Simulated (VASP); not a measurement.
A run of VASP 6.6.1 is set up as follows.

File INCAR:

```
SYSTEM = Pd2PtS6
PREC     = Accurate       ! precision mode
ENCUT    = 520            ! plane-wave cutoff, eV
EDIFF    = 1E-6           ! SCF threshold, eV
ISMEAR   = 0              ! smearing method
SIGMA    = 0.02           ! smearing width, eV
LREAL    = .FALSE.        ! projectors in reciprocal space
LASPH    = .TRUE.         ! aspherical terms in the spheres
NELM     = 80             ! most SCF steps
ALGO     = Normal         ! electronic algorithm
ISIF     = 2              ! what is computed and relaxed
LWAVE    = .FALSE.        ! write WAVECAR
LCHARG   = .FALSE.        ! write CHGCAR
GGA      = PE             ! functional
NBANDS   = 43             ! bands
```

KPOINTS

```
Automatic mesh
0
G
  6 6 6
  0 0 0
```

POSCAR

```
Pd2PtS6
1.0
    6.1705037844      0.0000000000      0.0000000000
   -3.0852518922      5.3438130314      0.0000000000
    0.0000000000      0.0000000000      6.2730943193
Pd Pt S
2 1 6
Direct
    0.6666666667      0.3333333333      0.0000000000
    0.3333333333      0.6666666667      0.0000000000
    0.0000000000      0.0000000000      0.0000000000
    0.6668829413      0.6668829413      0.1969957036
    0.3331170587      0.0000000000      0.1969957036
    0.0000000000      0.3331170587      0.1969957036
    0.0000000000      0.6668829413      0.8030042964
    0.6668829413      0.0000000000      0.8030042964
    0.3331170587      0.3331170587      0.8030042964
```

Potentials or basis: VASP PAW PBE potentials, release 64 (Pd, Pt, S).

Launch:

```console
$ cat potpaw_PBE.64/Pd/POTCAR potpaw_PBE.64/Pt/POTCAR potpaw_PBE.64/S/POTCAR > POTCAR
$ mpirun -np 1 vasp_std > vasp.out
```

(1) What does it give for the pressure?

(2) Predict the largest force.

(3) What does it give for the band gap on the k mesh?

Answers

(1) -0.3 GPa.

(2) 0.035 eV/Å.

(3) 1.00 eV (least direct gap 1.16 eV).

Caveat: spin-orbit coupling is left out, which moves the levels of the heavy elements; this functional lacks dispersion, which binds the layers, so the pressure and a relaxed spacing across them are unreliable.
